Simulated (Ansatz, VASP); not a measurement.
Os in VASP and in Ansatz

```xyz
2
Lattice="0.0000 2.7778 2.7778 2.7778 0.0000 2.7778 2.7778 2.7778 0.0000" Properties=species:S:1:pos:R:3 pbc="T T T"
Os    0.0000    0.0000    0.0000
Os    1.3889    1.3889    1.3889
```

Alike in both runs: functional PBE; k mesh 18 × 18 × 18; occupations gaussian, width 0.1 eV; no spin polarisation.

Ansatz relaxed the structure, and its values are those at the end. VASP's run is a single point on that final structure, the one shown.

|  | VASP | Ansatz |
| --- | --- | --- |
| version | VASP 6.6.1 | Ansatz 0.2.0 |
| potentials or method | VASP PAW PBE potentials, release 64 (Os), cutoff 520 eV | scalar-relativistic, plane waves, PAW |
| valence electrons in the cell | 16 | 32 |

Ansatz gave:

```
gap on the k mesh at the Fermi level (eV) : none
pressure (GPa)                            : 0.0
```

Task: Estimate VASP's values.

Result: gap on the k mesh at the Fermi level (eV): none; pressure (GPa): -1.1.

A gap of «none» marks a metal or a gap that the smearing closes. The functional is the same, so the differences come from potentials, cutoffs and numerics. VASP's potentials hold 16 valence electrons a cell and Ansatz's 32, so a difference there can come from the potentials and not from the codes.

Spin-orbit coupling is off throughout.
